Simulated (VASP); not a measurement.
# CaSe (I4/mmm) in VASP: a series of runs

The runs below take CaSe through single point, with PBEsol.

All numbers are computed with VASP 6.6.1; they aren't measurements. Logs are shortened: lines on timing, memory, paths and dates and some standing lists are left out, and cuts for length are marked.

## (1) The cell of the first run

The structure is tetragonal, space group I4/mmm (No. 139). Conventional cell: a = 4.693 Å, b = 4.693 Å, c = 4.692 Å, α = 90.00°, β = 90.00°, γ = 90.00°. Ca (site symmetry 4/mmm) has 2 Se at 2.35 Å within 3.1 Å. Within 3.1 Å of Se (site symmetry 4/mmm) lie 2 Ca at 2.35 Å.

## (2) Single point, PBEsol

File INCAR:

```
ALGO = Normal
EDIFF = 1E-6
ENCUT = 520
GGA = PS
ISIF = 2
ISMEAR = 0
LASPH = T
LCHARG = T
LELF = T
LREAL = F
LVHAR = T
LWAVE = F
NBANDS = 15
NELM = 100
PREC = Accurate
SIGMA = 0.05
```

File KPOINTS:

```
k-points
0
Gamma
  10 10 10
```

File POSCAR:

```
CaSe
1.0
    0.0000000000      3.3181648501      2.3459425490
    3.3181648501      0.0000000000      2.3459425490
    3.3181648501      3.3181648501      0.0000000000
Ca Se
1 1
Direct
    0.0000000000      0.0000000000      0.0000000000
    0.5000000000      0.5000000000      0.5000000000
```

Potentials or basis: VASP PAW PBE potentials, release 64 (Ca_sv, Se).

Command:

```console
$ cat potpaw_PBE.64/Ca_sv/POTCAR potpaw_PBE.64/Se/POTCAR > POTCAR
$ mpirun -np 1 vasp_std > vasp.out
```

OUTCAR:

```text
EDIFF = 1E-6
   ENCUT = 520
   GGA = PS
   ISIF = 2
   ISMEAR = 0
   LASPH = T
   LREAL = F
   NELM = 100
   PREC = Accurate

 ion  position               nearest neighbor table
   1  0.000  0.000  0.000-   2 2.35   2 2.35
   2  0.500  0.500  0.500-   1 2.35   1 2.35

  LATTYP: Found a body centered tetragonal cell.
 ALAT       =     4.6925937332
 C/A-ratio  =     0.9998489886

  Lattice vectors:

 A1 = (   0.0000000000,  -3.3181648501,  -2.3459425490)
 A2 = (   0.0000000000,   3.3181648501,  -2.3459425490)
 A3 = (   3.3181648501,   0.0000000000,   2.3459425490)

Analysis of symmetry for initial positions (statically):
=====================================================================
 Subroutine PRICEL returns:
 Original cell was already a primitive cell.

 Routine SETGRP: Setting up the symmetry group for a
 body centered tetragonal supercell.

 Subroutine GETGRP returns: Found 16 space group operations
 (whereof 16 operations were pure point group operations)
 out of a pool of 16 trial point group operations.

The static configuration has the point symmetry D_4h.

Analysis of symmetry for dynamics (positions and initial velocities):
=====================================================================
 Subroutine PRICEL returns:
 Original cell was already a primitive cell.

 Routine SETGRP: Setting up the symmetry group for a
 body centered tetragonal supercell.

 Subroutine GETGRP returns: Found 16 space group operations
 (whereof 16 operations were pure point group operations)
 out of a pool of 16 trial point group operations.

The dynamic configuration has the point symmetry D_4h.

 Subroutine INISYM returns: Found 16 space group operations
 (whereof 16 operations are pure point group operations),
 and found     1 'primitive' translations

----------------------------------------------------------------------------------------

                                     Primitive cell

  volume of cell :      51.6587

  direct lattice vectors                    reciprocal lattice vectors
     0.000000000  3.318164850  2.345942549    -0.150685702  0.150685702  0.213133949
     3.318164850  0.000000000  2.345942549     0.150685702 -0.150685702  0.213133949
     3.318164850  3.318164850  0.000000000     0.150685702  0.150685702 -0.213133949

  length of vectors
     4.063700828  4.063700828  4.692593733     0.301394164  0.301394164  0.301394164

  position of ions in fractional coordinates (direct lattice)
     0.000000000  0.000000000  0.000000000
     0.500000000  0.500000000  0.500000000

  ion indices of the primitive-cell ions
   primitive index   ion index
                 1           1
                 2           2

----------------------------------------------------------------------------------------

 KPOINTS: k-points

Automatic generation of k-mesh.
 Grid dimensions read from file:
 generate k-points for:   10   10   10

 Generating k-lattice:

  Cartesian coordinates                     Fractional coordinates (reciprocal lattice)
    -0.015068570  0.015068570  0.021313395     0.100000000 -0.000000000  0.000000000
     0.015068570 -0.015068570  0.021313395    -0.000000000  0.100000000  0.000000000
     0.015068570  0.015068570 -0.021313395     0.000000000  0.000000000  0.100000000

  Length of vectors
     0.030139416  0.030139416  0.030139416

  Shift w.r.t. Gamma in fractional coordinates (k-lattice)
     0.000000000  0.000000000  0.000000000

 Subroutine IBZKPT returns following result:
 ===========================================

 Found    102 irreducible k-points:

 Following reciprocal coordinates:
            Coordinates               Weight
  0.000000  0.000000  0.000000      1.000000
  0.100000  0.000000  0.000000      8.000000
  0.200000  0.000000  0.000000      8.000000
  0.300000  0.000000  0.000000      8.000000
  0.400000  0.000000  0.000000      8.000000
  0.500000  0.000000  0.000000      4.000000
[... 16 lines left out ...]
  0.300000  0.300000  0.000000      2.000000
  0.400000  0.300000  0.000000      8.000000
 [... further k-points ...]
   k-points           NKPTS =    102   k-points in BZ     NKDIM =    102   number of bands    NBANDS=     15
   number of dos      NEDOS =    301   number of ions     NIONS =      2
   total plane-waves  NPLWV =  32400
   dimension x,y,z NGX =    30 NGY =   30 NGZ =   36
   dimension x,y,z NGXF=    60 NGYF=   60 NGZF=   72
   ions per type =               1   1
   NGX,Y,Z   is equivalent  to a cutoff of  12.27, 12.27, 12.75 a.u.
   NGXF,Y,Z  is equivalent  to a cutoff of  24.55, 24.55, 25.51 a.u.
 SYSTEM =  unknown system
   PREC   = accura    normal or accurate (medium, high low for compatibility)
   ISTART =      0    job   : 0-new  1-cont  2-samecut
   ICHARG =      2    charge: 1-file 2-atom 10-const
   ISPIN  =      1    spin polarized calculation?
   LNONCOLLINEAR =      F non collinear calculations
   LSORBIT =      F    spin-orbit coupling
   LASPH  =      T    aspherical Exc in radial PAW
   ENCUT  =  520.0 eV  38.22 Ry    6.18 a.u.   7.56  7.56  8.73*2*pi/ulx,y,z
   NELM   =    100;   NELMIN=  2; NELMDL= -5     # of ELM steps
   EDIFF  = 0.1E-05   stopping-criterion for ELM
   LREAL  =      F    real-space projection
   EDIFFG = 0.1E-04   stopping-criterion for IOM
   NSW    =      0    number of steps for IOM
   IBRION =     -1    ionic relax: 0-MD 1-quasi-New 2-CG
   NFREE  =      0    steps in history (QN), initial steepest desc. (CG)
   ISIF   =      2    stress and relaxation
   ISYM   =      2    0-nonsym 1-usesym 2-fastsym
   POTIM  = 0.5000    time-step for ionic-motion
   TEBEG  =    0.0;   TEEND  =   0.0 temperature during run
   PSTRESS=    0.0 pullay stress
   NELECT =      16.0000    total number of electrons
   NUPDOWN=      -1.0000    fix difference up-down
   EMIN   =  10.00;   EMAX   =-10.00  energy-range for DOS
   EFERMI =   0.00;   METHOD = LEGACY
   ISMEAR =     0;   SIGMA  =   0.05  broadening in eV -4-tet -1-fermi 0-gaus
   EFERMI_NEDOS =   21; number of points for ismear=-14 and -15
   IALGO  =     38    algorithm
   IMIX   =      4    mixing-type and parameters
     AMIX     =   0.40;   BMIX     =  1.00
     AMIX_MAG =   1.60;   BMIX_MAG =  1.00
  volume/ion in A,a.u.               =      25.83       174.30
  Fermi-wavevector in a.u.,A,eV,Ry     =   1.107645  2.093145 16.692666  1.226876
  Thomas-Fermi vector in A             =   2.244161
   LORBIT       =      0    0 simple, 1 ext, 2 COOP (PROOUT), +10 PAW based schemes
   GGA     = PS    functional components
   LHFCALC =     F    Hartree Fock is set to
   AEXX    =    0.0000 exact exchange contribution
   IVDW    =     0    specifies the selected vdW correction
   LEPSILON=     F    determine dielectric tensor
   LRPA    =     F    only Hartree local field effects (RPA)
 non-spin polarized calculation
 Gauss-broadening in eV      SIGMA  =   0.05
  energy-cutoff  :      520.00
  volume of cell :       51.66
 maximum number of plane-waves:      1433
   NGX = 15   NGY = 15   NGZ = 17

 number of electron      16.0000002 magnetization

 Free energy of the ion-electron system (eV)
  ---------------------------------------------------
  ext. energy  EPLUGINS =         0.00000000
  ---------------------------------------------------
  free energy    TOTEN  =        -7.95907590 eV

  energy without entropy =       -7.95907590  energy(sigma->0) =       -7.95907590

 E-fermi :   3.4457     XC(G=0):  -9.1423

 val. band max:        3.2171254373   @ k =   0.0000   0.0000   0.0000
 cond. band min:       3.8648730086   @ k =   0.0000   0.0000   0.0000
 fundamental gap:      0.6477475714
 Fermi energy:         3.4456960612

 k-point     1 :       0.0000    0.0000    0.0000
  band No.  band energies     occupation
      1     -36.7068      2.00000
      2     -18.1564      2.00000
      3     -17.8183      2.00000
      4     -17.8183      2.00000
      5      -9.7429      2.00000
      6       2.1780      2.00000
      7       2.1780      2.00000
      8       3.2171      2.00000
      9       3.8649      0.00000
     10       5.5685      0.00000
     11       5.5685      0.00000
     12       5.9532      0.00000
     13       7.7687      0.00000
     14       9.9659      0.00000
     15      12.7291      0.00000

 k-point     2 :       0.1000    0.0000    0.0000
  band No.  band energies     occupation
      1     -36.7059      2.00000
      2     -18.1753      2.00000
      3     -17.8229      2.00000
      4     -17.8213      2.00000
      5      -9.6317      2.00000
      6       1.7046      2.00000
      7       1.9351      2.00000
      8       2.7934      2.00000
      9       4.2963      0.00000
     10       5.8307      0.00000
     11       5.8898      0.00000
     12       6.2283      0.00000
     13       7.6808      0.00000
     14      10.4375      0.00000
     15      12.3481      0.00000

 k-point     3 :       0.2000    0.0000    0.0000
  band No.  band energies     occupation
      1     -36.7037      2.00000
      2     -18.2252      2.00000
      3     -17.8334      2.00000
      4     -17.8292      2.00000
      5      -9.3268      2.00000
      6       0.8445      2.00000
      7       1.4480      2.00000
      8       1.9564      2.00000
      9       4.9706      0.00000
     10       6.2790      0.00000
     11       6.7488      0.00000
     12       7.1147      0.00000
     13       7.5264      0.00000
     14      10.9509      0.00000
     15      11.9160      0.00000
[... 343 lines left out ...]
 k-point    23 :       0.3000    0.3000    0.0000
  band No.  band energies     occupation
      1     -36.6957      2.00000
      2     -18.3430      2.00000
      3     -17.8644      2.00000
      4     -17.8644      2.00000
      5      -8.4765      2.00000
      6      -0.3443      2.00000
      7       0.6308      2.00000
      8       0.6308      2.00000
      9       4.9931      0.00000
     10       6.1195      0.00000
     11       7.3810      0.00000
     12       9.2278      0.00000
     13       9.2278      0.00000
     14      11.8369      0.00000
     15      11.8369      0.00000

 k-point    24 :       0.4000    0.3000    0.0000
  band No.  band energies     occupation
      1     -36.6938      2.00000
      2     -18.3175      2.00000
      3     -17.8759      2.00000
      4     -17.8752      2.00000
      5      -8.6387      2.00000
      6      -0.0348      2.00000
      7       0.5799      2.00000
      8       0.5993      2.00000
      9       4.7609      0.00000
     10       6.9595      0.00000
     11       7.8271      0.00000
     12       8.6365      0.00000
     13       8.6547      0.00000
     14      11.8001      0.00000
     15      12.1871      0.00000

 [... further k-points ...]
[... 5 lines left out ...]
  --------------------------------------------------------------------------------------
  -------------------------------------------------------------------------------------
  Total       -1.9371675     -1.9371675     22.3942971      0.0000000     -0.0000000     -0.0000000
  in kB      -60.0806282    -60.0806282    694.5519482      0.0000000     -0.0000000     -0.0000000
  external PRESSURE =     191.4635639 kB  Pullay stress =       0.0000000 kB

 VOLUME and BASIS-vectors are now :
 -----------------------------------------------------------------------------
  energy-cutoff  :      520.00
  volume of cell :       51.66
      direct lattice vectors                 reciprocal lattice vectors
     0.000000000  3.318164850  2.345942549    -0.150685702  0.150685702  0.213133949
     3.318164850  0.000000000  2.345942549     0.150685702 -0.150685702  0.213133949
     3.318164850  3.318164850  0.000000000     0.150685702  0.150685702 -0.213133949

 POSITION                                       TOTAL-FORCE (eV/Angst)
 -----------------------------------------------------------------------------------
      0.00000      0.00000      0.00000         0.000000      0.000000     -0.000000
      3.31816      3.31816      2.34594         0.000000      0.000000      0.000000
 -----------------------------------------------------------------------------------
    total drift:                               -0.000000      0.000000      0.000000

  FREE ENERGIE OF THE ION-ELECTRON SYSTEM (eV)
  ---------------------------------------------------
  free  energy   TOTEN  =        -7.9590758958 eV

  energy  without entropy=       -7.9590758958  energy(sigma->0) =       -7.95907590
```

Run time: 66 s. Hardware: 1 thread of Intel Xeon Platinum 8259CL at 2.50GHz (Skylake/Cascade Lake), shared host; peak memory 0.23 GiB.

What came out:

```yaml
Free_energy: -7.9591 eV
Pressure: 19.1 GPa
Band_gap_on_the_k_mesh: 0.65 eV
```

Caveat: the cell stands under pressure; the PAW data sets were made with another functional, which shifts forces and pressure a little. A k mesh can miss the band edges.

## (3) Single point, PBEsol

This run uses another cell than the first one, of the same volume but with other edges.

File INCAR:

```
SYSTEM = CaSe
  ALGO = Normal
  EDIFF = 1E-6
  ENCUT = 520
  GGA = PS
  ISIF = 2
  ISMEAR = 0
  LASPH = .True.
  LCHARG = .False.
  LREAL = .False.
  LWAVE = .False.
  NBANDS = 15
  NELM = 80
  PREC = Accurate
  SIGMA = 0.05
```

File KPOINTS:

```
k-points
0
Gamma
  10 10 10
  0 0 0
```

File POSCAR:

```
CaSe
1.0
    0.0000000000      2.6336291868      3.7239516702
    2.6336291868      0.0000000000      3.7239516702
    2.6336291868      2.6336291868      0.0000000000
Ca Se
1 1
Direct
    0.0000000000      0.0000000000      0.0000000000
    0.5000000000      0.5000000000      0.5000000000
```

Potentials or basis: VASP PAW PBE potentials, release 64 (Ca_sv, Se).

Command:

```console
$ cat potpaw_PBE.64/Ca_sv/POTCAR potpaw_PBE.64/Se/POTCAR > POTCAR
$ mpirun -np 1 vasp_std > vasp.out
```

Run time: 61 s. Hardware: 1 thread of Intel Xeon Platinum 8259CL at 2.50GHz (Skylake/Cascade Lake), shared host; peak memory 0.24 GiB.

The run converged. Its results:

| Property | Result |
| --- | --- |
| Free energy | -9.1160 eV |
| Pressure | 11.5 GPa |
| Band gap on the k mesh | 1.50 eV |

Stress tensor (GPa, compression positive):
```
20.11  0.00  0.00
 0.00 20.11  0.00
 0.00  0.00 -5.60
```

Levels at points of the mesh, in eV from the valence-band top:
| k point | band 5 | band 6 | band 7 | band 8 | band 9 | band 10 | band 11 | band 12 |
| --- | --- | --- | --- | --- | --- | --- | --- | --- |
| (0.00, 0.00, 0.00) | -12.33 | -0.77 | 0.00 | 0.00 | 1.50 | 2.13 | 4.46 | 4.46 |
| (0.50, 0.00, 0.00) | -11.25 | -3.81 | -1.89 | -1.64 | 3.77 | 5.19 | 5.56 | 5.99 |
| (0.50, 0.50, 0.00) | -12.07 | -3.11 | -0.29 | -0.29 | 1.65 | 4.73 | 5.69 | 5.69 |
| (0.50, 0.00, 0.50) | -11.63 | -2.35 | -1.75 | -0.96 | 1.92 | 4.46 | 4.49 | 6.10 |

Caveat: the cell stands under pressure; the PAW data sets were made with another functional, which shifts forces and pressure a little. A k mesh can miss the band edges.
